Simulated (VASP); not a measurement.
# Cd (Fd-3m) in VASP: notebook

Runs on Cd. Level: PBE. Tasks: relaxation of cell and atoms.

All numbers are computed with VASP 6.6.1; they aren't measurements. Logs are shortened: lines on timing, memory, paths and dates and some standing lists are left out, and cuts for length are marked.

## (1) The cell of the first run

It takes space group Fd-3m (No. 227, cubic). Conventional cell: a = 5.177 Å, b = 5.177 Å, c = 5.177 Å, α = 90.00°, β = 90.00°, γ = 90.00°. Within 3.0 Å of Cd (site symmetry -43m) lie 4 Cd at 2.24 Å.

## (2) Relaxation of cell and atoms, PBE, target pressure 48 GPa, at which the enthalpy is minimised

INCAR

```
ALGO = Normal
EDIFF = 1E-6
EDIFFG = -0.005
ENCUT = 600
GGA = PE
IBRION = 2
ISIF = 3
ISMEAR = -1
LASPH = T
LCHARG = F
LREAL = F
LWAVE = F
NELM = 100
NSW = 60
PREC = Accurate
PSTRESS = 480.0
SIGMA = 0.1
```

KPOINTS

```
k-points
0
Gamma
  12 12 12
```

POSCAR

```
Cd
1.0
    0.0000000000      2.5883332748      2.5883332748
    2.5883332748      0.0000000000      2.5883332748
    2.5883332748      2.5883332748      0.0000000000
Cd
2
Direct
   -0.1250000000     -0.1250000000     -0.1250000000
    0.1250000000      0.1250000000      0.1250000000
```

Potentials or basis: VASP PAW PBE potentials, release 64 (Cd).

Started as:

```
$ cat potpaw_PBE.64/Cd/POTCAR > POTCAR
$ mpirun -np 1 vasp_std > vasp.out
```

OUTCAR:

```text
EDIFF = 1E-6
   EDIFFG = -0.005
   ENCUT = 600
   GGA = PE
   IBRION = 2
   ISIF = 3
   ISMEAR = -1
   LASPH = T
   LREAL = F
   NELM = 100
   NSW = 60
   PREC = Accurate
   PSTRESS = 480.0

 ion  position               nearest neighbor table
   1  0.875  0.875  0.875-   2 2.24   2 2.24   2 2.24   2 2.24
   2  0.125  0.125  0.125-   1 2.24   1 2.24   1 2.24   1 2.24

  LATTYP: Found a face centered cubic cell.
 ALAT       =     5.1766665496

  Lattice vectors:

 A1 = (   0.0000000000,   2.5883332748,   2.5883332748)
 A2 = (   2.5883332748,   0.0000000000,   2.5883332748)
 A3 = (   2.5883332748,   2.5883332748,   0.0000000000)

Analysis of symmetry for initial positions (statically):
=====================================================================
 Subroutine PRICEL returns:
 Original cell was already a primitive cell.

 Routine SETGRP: Setting up the symmetry group for a
 face centered cubic supercell.

 Subroutine GETGRP returns: Found 48 space group operations
 (whereof 12 operations were pure point group operations)
 out of a pool of 48 trial point group operations.

The static configuration has the point symmetry D_3d.
 The point group associated with its full space group is O_h .

Analysis of symmetry for dynamics (positions and initial velocities):
=====================================================================
 Subroutine PRICEL returns:
 Original cell was already a primitive cell.

 Routine SETGRP: Setting up the symmetry group for a
 face centered cubic supercell.

 Subroutine GETGRP returns: Found 48 space group operations
 (whereof 12 operations were pure point group operations)
 out of a pool of 48 trial point group operations.

The dynamic configuration has the point symmetry D_3d.
 The point group associated with its full space group is O_h .

 Subroutine INISYM returns: Found 48 space group operations
 (whereof 12 operations are pure point group operations),
 and found     1 'primitive' translations

----------------------------------------------------------------------------------------

                                     Primitive cell

  volume of cell :      34.6809

  direct lattice vectors                    reciprocal lattice vectors
     0.000000000  2.588333275  2.588333275    -0.193174505  0.193174505  0.193174505
     2.588333275  0.000000000  2.588333275     0.193174505 -0.193174505  0.193174505
     2.588333275  2.588333275  0.000000000     0.193174505  0.193174505 -0.193174505

  length of vectors
     3.660456021  3.660456021  3.660456021     0.334588058  0.334588058  0.334588058

  position of ions in fractional coordinates (direct lattice)
     0.875000000  0.875000000  0.875000000
     0.125000000  0.125000000  0.125000000

  ion indices of the primitive-cell ions
   primitive index   ion index
                 1           1
                 2           2

----------------------------------------------------------------------------------------

 KPOINTS: k-points

Automatic generation of k-mesh.
 Grid dimensions read from file:
 generate k-points for:   12   12   12

 Generating k-lattice:

  Cartesian coordinates                     Fractional coordinates (reciprocal lattice)
    -0.016097875  0.016097875  0.016097875     0.083333333  0.000000000  0.000000000
     0.016097875 -0.016097875  0.016097875     0.000000000  0.083333333  0.000000000
     0.016097875  0.016097875 -0.016097875     0.000000000  0.000000000  0.083333333

  Length of vectors
     0.027882338  0.027882338  0.027882338

  Shift w.r.t. Gamma in fractional coordinates (k-lattice)
     0.000000000  0.000000000  0.000000000

 Subroutine IBZKPT returns following result:
 ===========================================

 Found     72 irreducible k-points:

 Following reciprocal coordinates:
            Coordinates               Weight
  0.000000  0.000000  0.000000      1.000000
  0.083333  0.000000  0.000000      8.000000
  0.166667  0.000000  0.000000      8.000000
  0.250000  0.000000  0.000000      8.000000
  0.333333  0.000000  0.000000      8.000000
  0.416667  0.000000  0.000000      8.000000
[... 16 lines left out ...]
  0.500000  0.166667  0.000000     24.000000
 -0.416667  0.166667  0.000000     24.000000
 [... further k-points ...]
   k-points           NKPTS =     72   k-points in BZ     NKDIM =     72   number of bands    NBANDS=     16
   number of dos      NEDOS =    301   number of ions     NIONS =      2
   total plane-waves  NPLWV =  27000
   dimension x,y,z NGX =    30 NGY =   30 NGZ =   30
   dimension x,y,z NGXF=    60 NGYF=   60 NGZF=   60
   ions per type =               2
   NGX,Y,Z   is equivalent  to a cutoff of  13.63, 13.63, 13.63 a.u.
   NGXF,Y,Z  is equivalent  to a cutoff of  27.25, 27.25, 27.25 a.u.
 SYSTEM =  unknown system
   PREC   = accura    normal or accurate (medium, high low for compatibility)
   ISTART =      0    job   : 0-new  1-cont  2-samecut
   ICHARG =      2    charge: 1-file 2-atom 10-const
   ISPIN  =      1    spin polarized calculation?
   LNONCOLLINEAR =      F non collinear calculations
   LSORBIT =      F    spin-orbit coupling
   LASPH  =      T    aspherical Exc in radial PAW
   ENCUT  =  600.0 eV  44.10 Ry    6.64 a.u.   7.31  7.31  7.31*2*pi/ulx,y,z
   NELM   =    100;   NELMIN=  2; NELMDL= -5     # of ELM steps
   EDIFF  = 0.1E-05   stopping-criterion for ELM
   LREAL  =      F    real-space projection
   EDIFFG = -.5E-02   stopping-criterion for IOM
   NSW    =     60    number of steps for IOM
   IBRION =      2    ionic relax: 0-MD 1-quasi-New 2-CG
   NFREE  =      1    steps in history (QN), initial steepest desc. (CG)
   ISIF   =      3    stress and relaxation
   ISYM   =      2    0-nonsym 1-usesym 2-fastsym
   POTIM  = 0.5000    time-step for ionic-motion
   TEBEG  =    0.0;   TEEND  =   0.0 temperature during run
   PSTRESS=  480.0 pullay stress
   NELECT =      24.0000    total number of electrons
   NUPDOWN=      -1.0000    fix difference up-down
   EMIN   =  10.00;   EMAX   =-10.00  energy-range for DOS
   EFERMI =   0.00;   METHOD = LEGACY
   ISMEAR =    -1;   SIGMA  =   0.10  broadening in eV -4-tet -1-fermi 0-gaus
   EFERMI_NEDOS =   21; number of points for ismear=-14 and -15
   IALGO  =     38    algorithm
   IMIX   =      4    mixing-type and parameters
     AMIX     =   0.40;   BMIX     =  1.00
     AMIX_MAG =   1.60;   BMIX_MAG =  1.00
  volume/ion in A,a.u.               =      17.34       117.02
  Fermi-wavevector in a.u.,A,eV,Ry     =   1.448044  2.736406 28.529118  2.096831
  Thomas-Fermi vector in A             =   2.565930
   LORBIT       =      0    0 simple, 1 ext, 2 COOP (PROOUT), +10 PAW based schemes
   GGA     = PE    functional components
   LHFCALC =     F    Hartree Fock is set to
   AEXX    =    0.0000 exact exchange contribution
   IVDW    =     0    specifies the selected vdW correction
   LEPSILON=     F    determine dielectric tensor
   LRPA    =     F    only Hartree local field effects (RPA)
 conjugate gradient relaxation of ions
 non-spin polarized calculation
  energy-cutoff  :      600.00
  volume of cell :       34.68
 maximum number of plane-waves:      1185
 NGX is ok and might be reduce to    30
   NGX = 15   NGY = 15   NGZ = 15

--------------------------------------- Ionic step        1  -------------------------------------------

 number of electron      23.9999996 magnetization

 Free energy of the ion-electron system (eV)
  ---------------------------------------------------
  ext. energy  EPLUGINS =         0.00000000
  ---------------------------------------------------
  free energy    TOTEN  =         5.05571448 eV

  energy without entropy =        5.08067711  energy(sigma->0) =        5.06819579

------------------------ aborting loop because EDIFF is reached ----------------------------------------

  FORCE on cell =-STRESS in cart. coord.  units (eV):
  Direction    XX          YY          ZZ          XY          YZ          ZX
  --------------------------------------------------------------------------------------
  -------------------------------------------------------------------------------------
  Total       22.9435700     22.9435700     22.9435700     -0.0000000      0.0000000      0.0000000
  in kB     1059.9392981   1059.9392981   1059.9392981     -0.0000000      0.0000000      0.0000000
  external PRESSURE =     579.9392981 kB  Pullay stress =     480.0000000 kB
[... 23 lines left out ...]
  enthalpy is  TOTEN    =        15.4458505981 eV   P V=       10.3901361194

--------------------------------------- Ionic step        2  -------------------------------------------

 number of electron      23.9999999 magnetization

 E-fermi :   0.0320     XC(G=0):  -7.9953

 val. band max:        0.0303580420   @ k =  -0.3333   0.3333   0.1667
 cond. band min:       0.0744545182   @ k =  -0.4167   0.3333   0.0833
 fundamental gap:      0.0440964763
 Fermi energy:         0.0320214212

 k-point     1 :       0.0000    0.0000    0.0000
  band No.  band energies     occupation
      1      -9.0554      2.00000
      2      -9.0554      2.00000
      3      -9.0554      2.00000
      4      -9.0035      2.00000
      5      -9.0035      2.00000
      6      -8.4030      2.00000
[... 8 lines left out ...]
     15       4.5558      0.00000
     16       5.3774      0.00000
[... 420 lines left out ...]
  band No.  band energies     occupation
      1      -9.1648      2.00000
      2      -9.1325      2.00000
      3      -8.9806      2.00000
      4      -8.8496      2.00000
      5      -8.8187      2.00000
      6      -8.5887      2.00000
[... 8 lines left out ...]
     15       4.7056      0.00000
     16       6.2274      0.00000

 [... further k-points ...]
[... 5 lines left out ...]
  --------------------------------------------------------------------------------------
  -------------------------------------------------------------------------------------
  Total       -0.3472842     -0.3472842     -0.3472842      0.0000000      0.0000000     -0.0000000
  in kB       -7.2554821     -7.2554821     -7.2554821      0.0000000      0.0000000     -0.0000000
  external PRESSURE =    -487.2554821 kB  Pullay stress =     480.0000000 kB
[... 213 lines left out ...]
  enthalpy is  TOTEN    =        14.3398177727 eV   P V=       12.4262053697

--------------------------------------- Ionic step        8  -------------------------------------------

 number of electron      23.9999996 magnetization

 Free energy of the ion-electron system (eV)
  ---------------------------------------------------
  ext. energy  EPLUGINS =         0.00000000
  ---------------------------------------------------
  free energy    TOTEN  =         1.80607869 eV

  energy without entropy =        1.83125049  energy(sigma->0) =        1.81866459

 E-fermi :   3.1333     XC(G=0): -10.9358

 val. band max:        3.1259111037   @ k =  -0.4167   0.3333   0.1667
 cond. band min:       3.1475481513   @ k =  -0.3333   0.3333   0.1667
 fundamental gap:      0.0216370476
 Fermi energy:         3.1333403599

 k-point     1 :       0.0000    0.0000    0.0000
  band No.  band energies     occupation
      1      -7.7884      2.00000
      2      -7.7884      2.00000
      3      -7.7884      2.00000
      4      -7.7662      2.00000
      5      -7.7662      2.00000
      6      -6.1907      2.00000
[... 8 lines left out ...]
     15      11.3586      0.00000
     16      11.3586      0.00000
[... 420 lines left out ...]
  band No.  band energies     occupation
      1      -8.1356      2.00000
      2      -8.0197      2.00000
      3      -7.6386      2.00000
      4      -7.3053      2.00000
      5      -7.1905      2.00000
      6      -6.6735      2.00000
[... 8 lines left out ...]
     15       9.9652      0.00000
     16      13.4117      0.00000

 [... further k-points ...]
[... 5 lines left out ...]
  --------------------------------------------------------------------------------------
  -------------------------------------------------------------------------------------
  Total       12.5281837     12.5281837     12.5281837      0.0000000      0.0000000     -0.0000000
  in kB      479.8646662    479.8646662    479.8646662      0.0000000      0.0000000     -0.0000000
  external PRESSURE =      -0.1353338 kB  Pullay stress =     480.0000000 kB
[... 17 lines left out ...]
  FREE ENERGIE OF THE ION-ELECTRON SYSTEM (eV)
  ---------------------------------------------------
  free  energy   TOTEN  =         1.8060786913 eV

  energy  without entropy=        1.8312504943  energy(sigma->0) =        1.81866459

  enthalpy is  TOTEN    =        14.3377956849 eV   P V=       12.5317169936

 reached required accuracy - stopping structural energy minimisation
```

Wall time 1.9 min (1 thread of Intel Xeon 6975P-C (Granite Rapids), shared host); peak memory 0.2 GiB.

Results:

| Item | Value |
| --- | --- |
| Free energy | 1.8061 eV |
| Relaxed volume | 20.91 Å³/atom |
| Relaxed cell | a = 3.896 Å, b = 3.896 Å, c = 3.896 Å, α = 60.00°, β = 60.00°, γ = 60.00° |
| Space group after relaxing (to 0.05 Å) | Fd-3m (No. 227) |
| Energy change on relaxing (the enthalpy is what falls) | -1624.8 meV/atom |
| Ionic steps | 8 |
| Pressure after relaxing | 48.0 GPa |
| Band gap on the k mesh | zero (band 12 reaches 10.69 eV, above the bottom of band 13 at 1.86 eV) |

Step by step:
| step | energy change (eV) | largest force (eV/Å) | pressure (GPa) | volume (Å³) |
| --- | --- | --- | --- | --- |
| 1 | 0.0000 | 0.0000 | 105.99 | 34.68 |
| 2 | -5.8248 | 0.0000 | -0.73 | 76.69 |
| 3 | -3.8978 | 0.0000 | 36.98 | 44.29 |
| 4 | -3.3838 | 0.0000 | 45.71 | 42.29 |
| 5 | -3.2481 | 0.0000 | 48.04 | 41.82 |
| 6 | -3.2933 | 0.0000 | 47.25 | 41.98 |
| 7 | -3.1421 | 0.0000 | 49.86 | 41.48 |
| 8 | -3.2496 | 0.0000 | 47.99 | 41.83 |

Final structure:
```
CELL_PARAMETERS angstrom
0.00000 2.75518 2.75518
2.75518 0.00000 2.75518
2.75518 2.75518 0.00000
ATOMIC_POSITIONS crystal
Cd 0.87500 0.87500 0.87500
Cd 0.12500 0.12500 0.12500
```

Levels at points of the mesh, in eV from the Fermi level:
```
           k point  band 10  band 11  band 12  band 13  band 14  band 15
(0.00, 0.00, 0.00)    -8.36    -8.36     7.56     7.56     7.56     8.23
(0.50, 0.00, 0.00)    -8.39    -4.74    -4.19     4.47     4.47     8.85
(0.50, 0.50, 0.00)    -8.25    -3.25    -3.25     0.96     0.96     5.47
```

Caveat: the cell is relaxed towards a set pressure, so the enthalpy falls and the energy may rise; the volume moved by over 15 % at a fixed basis, so the end points are rough.

## (3) Relaxation of cell and atoms, PBE, target pressure 48 GPa, at which the enthalpy is minimised

This run uses another cell than the first one, of 20.71 Å³/atom, 1.195 times its volume.

INCAR

```
SYSTEM = Cd
PREC     = Accurate       ! precision mode
ENCUT    = 600            ! plane-wave cutoff, eV
EDIFF    = 1E-6           ! SCF threshold, eV
ISMEAR   = -1             ! smearing method
SIGMA    = 0.1            ! smearing width, eV
LREAL    = .FALSE.        ! projectors in reciprocal space
LASPH    = .TRUE.         ! aspherical terms in the spheres
NELM     = 80             ! most SCF steps
ALGO     = Normal         ! electronic algorithm
ISIF     = 3              ! what is computed and relaxed
LWAVE    = .FALSE.        ! write WAVECAR
LCHARG   = .FALSE.        ! write CHGCAR
GGA      = PE             ! functional
IBRION   = 2              ! ionic algorithm
NSW      = 32             ! ionic steps
EDIFFG   = -0.005         ! ionic threshold
PSTRESS  = 480.0
```

KPOINTS

```
Automatic mesh
0
G
  12 12 12
  0 0 0
```

POSCAR

```
Cd
1.0
    0.0000000000      2.7463518583      2.7463518583
    2.7463518583      0.0000000000      2.7463518583
    2.7463518583      2.7463518583      0.0000000000
Cd
2
Direct
   -0.1250000000     -0.1250000000     -0.1250000000
    0.1250000000      0.1250000000      0.1250000000
```

Potentials or basis: VASP PAW PBE potentials, release 64 (Cd).

Started as:

```
$ cat potpaw_PBE.64/Cd/POTCAR > POTCAR
$ mpirun -np 1 vasp_std > vasp.out
```

Wall time 34 s (1 thread of Intel Xeon 6975P-C (Granite Rapids), shared host); peak memory 0.21 GiB.

The run converged. Its results:

- Free energy: 1.8077 eV
- Relaxed volume: 20.91 Å³/atom
- Relaxed cell: a = 3.896 Å, b = 3.896 Å, c = 3.896 Å, α = 60.00°, β = 60.00°, γ = 60.00°
- Space group after relaxing (to 0.05 Å): Fd-3m (No. 227)
- Energy change on relaxing (the enthalpy is what falls): -58.6 meV/atom
- Ionic steps: 3
- Pressure after relaxing: 48.0 GPa
- Band gap on the k mesh: zero (band 12 reaches 10.70 eV, above the bottom of band 13 at 1.86 eV)

The path:
```tsv
step	energy change (eV)	largest force (eV/Å)	pressure (GPa)	volume (Å³)
1	0.0000	0.0000	49.98	41.43
2	-0.4473	0.0000	42.33	42.98
3	-0.1173	0.0000	48.00	41.81
```

Final structure:
```xyz
2
Lattice="0.0000 2.7548 2.7548 2.7548 0.0000 2.7548 2.7548 2.7548 0.0000" Properties=species:S:1:pos:R:3 pbc="T T T"
Cd    4.8209    4.8209    4.8209
Cd    0.6887    0.6887    0.6887
```

Levels at points of the mesh, in eV from the Fermi level:
```
           k point  band 9  band 10  band 11  band 12  band 13  band 14  band 15  band 16
(0.00, 0.00, 0.00)   -9.07    -8.36    -8.36     7.56     7.56     7.56     8.23     8.23
(0.50, 0.00, 0.00)   -8.39    -8.39    -4.75    -4.19     4.47     4.47     8.11     8.85
(0.50, 0.50, 0.00)   -8.25    -8.25    -3.25    -3.25     0.96     0.96     5.47     5.47
```

Caveat: the cell is relaxed towards a set pressure, so the enthalpy falls and the energy may rise.
